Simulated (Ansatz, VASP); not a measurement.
# One calculation of HCl, two programs

```
H Cl
1.0
     0.00000    2.46100    3.08340
     2.31380    0.00000    3.08340
     2.31380    2.46100    0.00000
H Cl
1 1
Cartesian
  0.0000 0.0000 0.0000
  2.3138 2.4610 3.0834
```

Change from the starting cell: strain -0.080 along x and y, +0.080 along z, atoms carried along.

Alike in both runs: task single point; functional PBEsol; k mesh 16 × 16 × 16; occupations gaussian, width 0.15 eV; no spin polarisation.

|  | VASP | Ansatz |
| --- | --- | --- |
| version | VASP 6.6.1 | Ansatz 0.2.0 |
| potentials or method | VASP PAW PBE potentials, release 64 (H, Cl), cutoff 520 eV | scalar-relativistic, plane waves, PAW |
| valence electrons in the cell | 8 | 8 |

Ansatz gave:

* gap on the k mesh at the Fermi level (eV): none
* pressure (GPa): -10.5
* traceless stress, the component that is largest in VASP (GPa): 8.40

Problem. Estimate VASP's values.

Solution. gap on the k mesh at the Fermi level (eV): none; pressure (GPa): -10.6; traceless stress, the component that is largest in VASP (GPa): 8.41.

VASP's potentials were made for PBE, not for PBEsol. A gap of «none» marks a metal or a gap that the smearing closes. With one functional, cell and mesh, what is left measures potentials, basis and numerics.
